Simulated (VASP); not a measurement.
Crystal: Hf2C.

```
Hf C
1.0
     2.23860    1.29246    3.02121
    -2.23860    1.29246    3.02121
     0.00000   -2.58492    3.02121
Hf C
2 1
Direct
  0.20323 0.20323 0.20323
  0.79677 0.79677 0.79677
  0.00000 0.00000 0.00000
```

```yaml
Program: VASP 6.6.1
Task: relaxation of cell and atoms
Functional: PBE
Potentials_or_basis: VASP PAW PBE potentials, release 64 (Hf_pv, C)
Cutoff: 600 eV
k_mesh: 6 × 6 × 6
Occupations: gaussian, width 0.1 eV
Spin: no spin polarisation
```

At the start: pressure 33.4 GPa; volume 17.48 Å³/atom.

Question: Where does the relaxation end?

Answer: Over 21 steps the energy falls by 1402.7 meV/atom and the volume is 15.45 Å³/atom (-11.6 %); space group R-3m (No. 166, to 0.05 Å).

The path:
```
step  energy change (eV)  largest force (eV/Å)  pressure (GPa)  volume (Å³)
   1              0.0000                8.9993           33.38        52.45
   2              1.1194                0.3991          -27.67        83.25
   3             -0.4097                0.4622          -28.36        74.07
   4             -1.4701                0.9431          -25.46        67.72
   5             -2.3547                2.0170          -12.79        59.87
   6             -2.3654                2.5309           -7.16        58.08
   7             -2.3755                2.3179           -9.38        58.73
   8             -3.3978                3.1473           -7.33        52.45
   9             -4.1311                0.3501            9.79        44.01
  10             -4.1474                1.1389            5.14        45.42
  11             -4.1514                0.9133            6.53        44.94
  12             -3.9774                2.4945           -2.04        46.93
  13             -4.1946                0.2538            2.99        45.52
  14             -4.1947                0.2197            3.09        45.50
  15             -4.1999                0.1030           -2.22        47.15
  16             -4.2056                0.0173           -0.09        46.44
  17             -4.2066                0.0316           -0.13        46.44
  18             -4.2078                0.0593           -0.19        46.42
  19             -4.2079                0.0695           -0.19        46.42
  20             -4.2078                0.0772            0.51        46.24
  21             -4.2081                0.0084            0.10        46.34
```

Final structure:
```yaml
crystal:
  lattice:
    - [2.07723, 1.19929, 3.10055]
    - [-2.07723, 1.19929, 3.10055]
    - [0.00000, -2.39858, 3.10055]
  atoms:
    - { symbol: Hf, position: [0.25184, 0.25184, 0.25184] }
    - { symbol: Hf, position: [0.74816, 0.74816, 0.74816] }
    - { symbol: C, position: [0.00000, 0.00000, 0.00000] }
```
